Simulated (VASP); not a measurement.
# TlBr (Pm-3m) in VASP: notebook

TlBr is run at these levels: r2SCAN; tasks: dielectric tensor.

Everything below comes from runs of VASP 6.6.1. Logs are shortened: lines on timing, memory, paths and dates and some standing lists are left out, and cuts for length are marked.

### 1 The cell of the first run

It takes space group Pm-3m (No. 221, cubic). The conventional cell has a = 3.945 Å, b = 3.945 Å, c = 3.945 Å, α = 90.00°, β = 90.00°, γ = 90.00°. Tl (site symmetry m-3m) has 8 Br at 3.42 Å and 6 Tl at 3.95 Å within 4.5 Å. Within 4.5 Å of Br (site symmetry m-3m) lie 8 Tl at 3.42 Å and 6 Br at 3.95 Å.

### 2 Dielectric tensor, r2SCAN

Contents of INCAR:

```
PREC = Accurate
ENCUT = 440
EDIFF = 1E-8
ISMEAR = 0
SIGMA = 0.01
LREAL = False
LASPH = True
NELM = 120
ALGO = Normal
ISIF = 2
LWAVE = False
LCHARG = False
METAGGA = R2SCAN
LMIXTAU = True
LCALCEPS = True
GGA_COMPAT = False
```

Contents of KPOINTS:

```
Automatic mesh
0
Gamma
  6 6 6
```

Contents of POSCAR:

```
TlBr
1.0
    3.9451847160      0.0000000000      0.0000000000
    0.0000000000      3.9451847160      0.0000000000
    0.0000000000      0.0000000000      3.9451847160
Tl Br
1 1
Direct
    0.0000000000      0.0000000000      0.0000000000
    0.5000000000      0.5000000000      0.5000000000
```

Potentials or basis: VASP PAW PBE potentials, release 64 (Tl_d, Br).

Command:

```bash
$ cat potpaw_PBE.64/Tl_d/POTCAR potpaw_PBE.64/Br/POTCAR > POTCAR
$ mpirun -np 1 vasp_std > vasp.out
```

OUTCAR:

```text
PREC = Accurate
   ENCUT = 440
   EDIFF = 1E-8
   ISMEAR = 0
   LREAL = False
   LASPH = True
   NELM = 120
   ISIF = 2
   METAGGA = R2SCAN

 ion  position               nearest neighbor table
   1  0.000  0.000  0.000-   2 3.42   2 3.42   2 3.42   2 3.42   2 3.42   2 3.42   2 3.42   2 3.42

   2  0.500  0.500  0.500-   1 3.42   1 3.42   1 3.42   1 3.42   1 3.42   1 3.42   1 3.42   1 3.42

  LATTYP: Found a simple cubic cell.
 ALAT       =     3.9451847160

  Lattice vectors:

 A1 = (   3.9451847160,   0.0000000000,   0.0000000000)
 A2 = (   0.0000000000,   3.9451847160,   0.0000000000)
 A3 = (   0.0000000000,   0.0000000000,   3.9451847160)

Analysis of symmetry for initial positions (statically):
=====================================================================
 Subroutine PRICEL returns:
 Original cell was already a primitive cell.

 Routine SETGRP: Setting up the symmetry group for a
 simple cubic supercell.

 Subroutine GETGRP returns: Found 48 space group operations
 (whereof 48 operations were pure point group operations)
 out of a pool of 48 trial point group operations.

The static configuration has the point symmetry O_h .

Analysis of symmetry for dynamics (positions and initial velocities):
=====================================================================
 Subroutine PRICEL returns:
 Original cell was already a primitive cell.

 Routine SETGRP: Setting up the symmetry group for a
 simple cubic supercell.

 Subroutine GETGRP returns: Found 48 space group operations
 (whereof 48 operations were pure point group operations)
 out of a pool of 48 trial point group operations.

The dynamic configuration has the point symmetry O_h .

 Subroutine INISYM returns: Found 48 space group operations
 (whereof 48 operations are pure point group operations),
 and found     1 'primitive' translations

----------------------------------------------------------------------------------------

                                     Primitive cell

  volume of cell :      61.4048

  direct lattice vectors                    reciprocal lattice vectors
     3.945184716  0.000000000  0.000000000     0.253473556  0.000000000  0.000000000
     0.000000000  3.945184716  0.000000000     0.000000000  0.253473556  0.000000000
     0.000000000  0.000000000  3.945184716     0.000000000  0.000000000  0.253473556

  length of vectors
     3.945184716  3.945184716  3.945184716     0.253473556  0.253473556  0.253473556

  position of ions in fractional coordinates (direct lattice)
     0.000000000  0.000000000  0.000000000
     0.500000000  0.500000000  0.500000000

  ion indices of the primitive-cell ions
   primitive index   ion index
                 1           1
                 2           2

----------------------------------------------------------------------------------------

 KPOINTS: Automatic mesh

Automatic generation of k-mesh.
 Grid dimensions read from file:
 generate k-points for:    6    6    6

 Generating k-lattice:

  Cartesian coordinates                     Fractional coordinates (reciprocal lattice)
     0.042245593  0.000000000  0.000000000     0.166666667  0.000000000  0.000000000
     0.000000000  0.042245593  0.000000000     0.000000000  0.166666667  0.000000000
     0.000000000  0.000000000  0.042245593     0.000000000  0.000000000  0.166666667

  Length of vectors
     0.042245593  0.042245593  0.042245593

  Shift w.r.t. Gamma in fractional coordinates (k-lattice)
     0.000000000  0.000000000  0.000000000

 Subroutine IBZKPT returns following result:
[... 34 lines left out ...]
 SYSTEM =  unknown system
   PREC   = accura    normal or accurate (medium, high low for compatibility)
   ISTART =      0    job   : 0-new  1-cont  2-samecut
   ICHARG =      2    charge: 1-file 2-atom 10-const
   ISPIN  =      1    spin polarized calculation?
   LNONCOLLINEAR =      F non collinear calculations
   LSORBIT =      F    spin-orbit coupling
   LASPH  =      T    aspherical Exc in radial PAW
   ENCUT  =  440.0 eV  32.34 Ry    5.69 a.u.   6.75  6.75  6.75*2*pi/ulx,y,z
   NELM   =    120;   NELMIN=  2; NELMDL= -5     # of ELM steps
   EDIFF  = 0.1E-07   stopping-criterion for ELM
   LREAL  =      F    real-space projection
   EDIFFG = 0.1E-06   stopping-criterion for IOM
   NSW    =      0    number of steps for IOM
   IBRION =     -1    ionic relax: 0-MD 1-quasi-New 2-CG
   NFREE  =      0    steps in history (QN), initial steepest desc. (CG)
   ISIF   =      2    stress and relaxation
   ISYM   =      2    0-nonsym 1-usesym 2-fastsym
   POTIM  = 0.5000    time-step for ionic-motion
   TEBEG  =    0.0;   TEEND  =   0.0 temperature during run
   PSTRESS=    0.0 pullay stress
   NELECT =      20.0000    total number of electrons
   NUPDOWN=      -1.0000    fix difference up-down
   EMIN   =  10.00;   EMAX   =-10.00  energy-range for DOS
   EFERMI =   0.00;   METHOD = LEGACY
   ISMEAR =     0;   SIGMA  =   0.01  broadening in eV -4-tet -1-fermi 0-gaus
   EFERMI_NEDOS =   21; number of points for ismear=-14 and -15
   IALGO  =     38    algorithm
   IMIX   =      4    mixing-type and parameters
     AMIX     =   0.40;   BMIX     =  1.00
     AMIX_MAG =   1.60;   BMIX_MAG =  1.00
  volume/ion in A,a.u.               =      30.70       207.19
  Fermi-wavevector in a.u.,A,eV,Ry     =   1.126378  2.128546 17.262084  1.268727
  Thomas-Fermi vector in A             =   2.263059
   LORBIT       =      0    0 simple, 1 ext, 2 COOP (PROOUT), +10 PAW based schemes
   METAGGA = R2SCAN    functional components
   LHFCALC =     F    Hartree Fock is set to
   AEXX    =    0.0000 exact exchange contribution
   IVDW    =     0    specifies the selected vdW correction
   LEPSILON=     F    determine dielectric tensor
   LRPA    =     F    only Hartree local field effects (RPA)
   LRPA       =     F
 non-spin polarized calculation
 Gauss-broadening in eV      SIGMA  =   0.01
  energy-cutoff  :      440.00
  volume of cell :       61.40
 maximum number of plane-waves:      1328
 NGX is ok and might be reduce to    28
   NGX = 13   NGY = 13   NGZ = 13

 Total electronic dipole moment: p[elc]=(     0.00000     0.00000     0.00000 ) |e| Angst

 Total electronic dipole moment: p[elc]=(    -0.00000     0.00000    -0.00000 ) |e| Angst

 number of electron      20.0000009 magnetization

 Free energy of the ion-electron system (eV)
  ---------------------------------------------------
  ext. energy  EPLUGINS =         0.00000000
  ---------------------------------------------------
  free energy    TOTEN  =       -68.37300990 eV

  energy without entropy =      -68.37300990  energy(sigma->0) =      -68.37300990

 E-fermi :   2.4239     XC(G=0):  -9.5583

 val. band max:        2.3770769752   @ k =   0.0000   0.0000   0.5000
 cond. band min:   10000.0000000000   @ k =   0.0000   0.0000   0.0000
 fundamental gap:   9997.6229230248
 Fermi energy:         2.4238867627

 k-point     1 :       0.0000    0.0000    0.0000
  band No.  band energies     occupation
      1     -12.0259      2.00000
      2      -8.1442      2.00000
      3      -8.1442      2.00000
      4      -7.9485      2.00000
      5      -7.9485      2.00000
      6      -7.9485      2.00000
      7      -2.2821      2.00000
      8       0.8928      2.00000
      9       0.8928      2.00000
     10       0.8928      2.00000
     11   10000.0000      0.00000
     12   10000.0000      0.00000
     13   10000.0000      0.00000
     14   10000.0000      0.00000
[... 377 lines left out ...]
      1     -11.9076      2.00000
      2      -8.1229      2.00000
      3      -8.0875      2.00000
      4      -7.9751      2.00000
      5      -7.9657      2.00000
      6      -7.9601      2.00000
      7      -2.6673      2.00000
      8       0.4137      2.00000
      9       1.1115      2.00000
     10       1.7382      2.00000
     11   10000.0000      0.00000
     12   10000.0000      0.00000
     13   10000.0000      0.00000
     14   10000.0000      0.00000

 [... further k-points ...]

------------------------ aborting loop because EDIFF is reached ----------------------------------------

            Ionic dipole moment: p[ion]=(   -13.80815   -13.80815   -13.80815 ) |e| Angst

 Total electronic dipole moment: p[elc]=(     0.00000    -0.00000     0.01573 ) |e| Angst

 MACROSCOPIC STATIC DIELECTRIC TENSOR (including local field effects)
 ------------------------------------------------------
           5.635683    -0.000000     0.000000
          -0.000000     5.635683     0.000000
           0.000000     0.000000     5.635683
 ------------------------------------------------------

 PIEZOELECTRIC TENSOR (including local field effects) (e Angst)
          XX          YY          ZZ          XY          YZ          ZX
  --------------------------------------------------------------------------------
  x     0.00000     0.00000     0.00000     0.00000     0.00000     0.00000
  y     0.00000     0.00000     0.00000     0.00000     0.00000     0.00000
  z     0.00000     0.00000     0.00000     0.00000     0.00000     0.00000

 PIEZOELECTRIC TENSOR (including local field effects) (C/m^2)
          XX          YY          ZZ          XY          YZ          ZX
  --------------------------------------------------------------------------------
  x     0.00000     0.00000     0.00000     0.00000     0.00000     0.00000
  y     0.00000     0.00000     0.00000     0.00000     0.00000     0.00000
  z     0.00000     0.00000     0.00000     0.00000     0.00000     0.00000

 BORN EFFECTIVE CHARGES (including local field effects) (in |e|, cummulative output)
 ---------------------------------------------------------------------------------
 ion    1
    1     2.08338    -0.00000    -0.00000
    2     0.00000     2.08338    -0.00000
    3    -0.00000    -0.00000     2.08338
 ion    2
    1    -2.08338     0.00000     0.00000
    2    -0.00000    -2.08338     0.00000
    3     0.00000     0.00000    -2.08338

  FORCE on cell =-STRESS in cart. coord.  units (eV):
  Direction    XX          YY          ZZ          XY          YZ          ZX
  --------------------------------------------------------------------------------------
  -------------------------------------------------------------------------------------
  Total        0.4029812      0.4029812      0.4029812     -0.0000000      0.0000000      0.0000000
  in kB       10.5146130     10.5146130     10.5146130     -0.0000000      0.0000000      0.0000000
  external PRESSURE =      10.5146130 kB  Pullay stress =       0.0000000 kB

 VOLUME and BASIS-vectors are now :
 -----------------------------------------------------------------------------
  energy-cutoff  :      440.00
  volume of cell :       61.40
      direct lattice vectors                 reciprocal lattice vectors
     3.945184716  0.000000000  0.000000000     0.253473556  0.000000000  0.000000000
     0.000000000  3.945184716  0.000000000     0.000000000  0.253473556  0.000000000
     0.000000000  0.000000000  3.945184716     0.000000000  0.000000000  0.253473556

 POSITION                                       TOTAL-FORCE (eV/Angst)
 -----------------------------------------------------------------------------------
      0.00000      0.00000      0.00000         0.000000      0.000000      0.000000
      1.97259      1.97259      1.97259         0.000000      0.000000      0.000000
 -----------------------------------------------------------------------------------
    total drift:                               -0.000000      0.000000      0.000000

  FREE ENERGIE OF THE ION-ELECTRON SYSTEM (eV)
  ---------------------------------------------------
  free  energy   TOTEN  =       -68.3730098970 eV

  energy  without entropy=      -68.3730098970  energy(sigma->0) =      -68.37300990
```

Wall time 27 min (1 thread of Intel Xeon Platinum 8259CL at 2.50GHz (Skylake/Cascade Lake), shared host); peak memory 0.27 GiB.

What came out:

```yaml
Band_gap_on_the_k_mesh: 2.23 eV
Electronic_dielectric_tensor_diagonal: 5.64
Born_charges_mean_of_the_diagonal: Tl +2.08; Br -2.08 e
```

Electronic dielectric tensor:
```
5.64 0.00 0.00
0.00 5.64 0.00
0.00 0.00 5.64
```

Born effective charge tensors (e):
atom 1, Tl
```
2.08 0.00 0.00
0.00 2.08 0.00
0.00 0.00 2.08
```
atom 2, Br
```
-2.08  0.00  0.00
 0.00 -2.08  0.00
 0.00  0.00 -2.08
```

Dipole moments of the cell (e·Å, modulo the quantum): ionic -13.808, -13.808, -13.808; electronic 0.000, 0.000, 0.016

Caveat: the PAW data sets were made with another functional, which shifts forces and pressure a little; spin-orbit coupling is left out, which moves the levels of the heavy elements.

### 3 Dielectric tensor, r2SCAN

INCAR is that of step 2.

KPOINTS is that of step 2.

POSCAR is that of step 2.

Potentials or basis: VASP PAW PBE potentials, release 64 (Tl_d, Br).

Command:

```bash
$ cat potpaw_PBE.64/Tl_d/POTCAR potpaw_PBE.64/Br/POTCAR > POTCAR
$ mpirun -np 1 vasp_std > vasp.out
```

OUTCAR:

```text
PREC = Accurate
   ENCUT = 440
   EDIFF = 1E-8
   ISMEAR = 0
   LREAL = False
   LASPH = True
   NELM = 120
   ISIF = 2
   METAGGA = R2SCAN

 ion  position               nearest neighbor table
   1  0.000  0.000  0.000-   2 3.42   2 3.42   2 3.42   2 3.42   2 3.42   2 3.42   2 3.42   2 3.42

   2  0.500  0.500  0.500-   1 3.42   1 3.42   1 3.42   1 3.42   1 3.42   1 3.42   1 3.42   1 3.42

  LATTYP: Found a simple cubic cell.
 ALAT       =     3.9451847160

  Lattice vectors:

[... 628 lines left out ...]
    3     0.00000     0.00000     2.08338
 ion    2
    1    -2.08338     0.00000     0.00000
    2    -0.00000    -2.08338    -0.00000
    3    -0.00000     0.00000    -2.08338

  FORCE on cell =-STRESS in cart. coord.  units (eV):
  Direction    XX          YY          ZZ          XY          YZ          ZX
  --------------------------------------------------------------------------------------
  -------------------------------------------------------------------------------------
  Total        0.4029811      0.4029811      0.4029811     -0.0000000      0.0000000      0.0000000
  in kB       10.5146128     10.5146128     10.5146128     -0.0000000      0.0000000      0.0000000
  external PRESSURE =      10.5146128 kB  Pullay stress =       0.0000000 kB

 VOLUME and BASIS-vectors are now :
 -----------------------------------------------------------------------------
  energy-cutoff  :      440.00
  volume of cell :       61.40
      direct lattice vectors                 reciprocal lattice vectors
     3.945184716  0.000000000  0.000000000     0.253473556  0.000000000  0.000000000
     0.000000000  3.945184716  0.000000000     0.000000000  0.253473556  0.000000000
     0.000000000  0.000000000  3.945184716     0.000000000  0.000000000  0.253473556

 POSITION                                       TOTAL-FORCE (eV/Angst)
 -----------------------------------------------------------------------------------
      0.00000      0.00000      0.00000         0.000000      0.000000      0.000000
      1.97259      1.97259      1.97259         0.000000      0.000000      0.000000
 -----------------------------------------------------------------------------------
    total drift:                                0.000000      0.000000      0.000000

  FREE ENERGIE OF THE ION-ELECTRON SYSTEM (eV)
  ---------------------------------------------------
  free  energy   TOTEN  =       -68.3730098969 eV

  energy  without entropy=      -68.3730098969  energy(sigma->0) =      -68.37300990
```

OSZICAR:

```text
N       E                     dE             d eps       ncg     rms          rms(c)
DAV:   1     0.173748671943E+02    0.17375E+02   -0.94436E+03   616   0.111E+03
DAV:   2    -0.704082037120E+02   -0.87783E+02   -0.84983E+02   698   0.229E+02
[... 13 lines left out ...]
DMP:   9    -0.683730096304E+02   -0.28023E-06   -0.25370E-06   560   0.451E-06   0.352E-06
DMP:  10    -0.683730097839E+02   -0.15344E-06   -0.10329E-06   560   0.189E-06   0.133E-06
DMP:  11    -0.683730098421E+02   -0.58273E-07   -0.52764E-07   560   0.114E-06   0.346E-07
DMP:  12    -0.683730098734E+02   -0.31265E-07   -0.27916E-07   560   0.573E-07   0.241E-07
DMP:  13    -0.683730098889E+02   -0.15516E-07   -0.13146E-07   560   0.280E-07   0.935E-08
DMP:  14    -0.683730098969E+02   -0.80172E-08   -0.66527E-08   560   0.150E-07   0.310E-08
   1 F= -.68373010E+02 E0= -.68373010E+02  d E =-.215178E-13
```

Run time: 21 min. Hardware: 1 thread of Oxide Virtual Turin-like, shared host; peak memory 0.24 GiB.

What came out:

```
Band gap on the k mesh                  : 2.23 eV
Electronic dielectric tensor (diagonal) : 5.64
Born charges (mean of the diagonal)     : Tl +2.08; Br -2.08 e
```

Electronic dielectric tensor:
```
5.64 0.00 0.00
0.00 5.64 0.00
0.00 0.00 5.64
```

Born effective charge tensors (e):
atom 1, Tl
```
2.08 0.00 0.00
0.00 2.08 0.00
0.00 0.00 2.08
```
atom 2, Br
```
-2.08  0.00  0.00
 0.00 -2.08  0.00
 0.00  0.00 -2.08
```

Dipole moments of the cell (e·Å, modulo the quantum): ionic -13.808, -13.808, -13.808; electronic 0.000, 0.000, 0.016

Caveat: the PAW data sets were made with another functional, which shifts forces and pressure a little; spin-orbit coupling is left out, which moves the levels of the heavy elements. A k mesh can miss the band edges.

The gap in the log of VASP goes by the Fermi energy; the results here count the filled bands.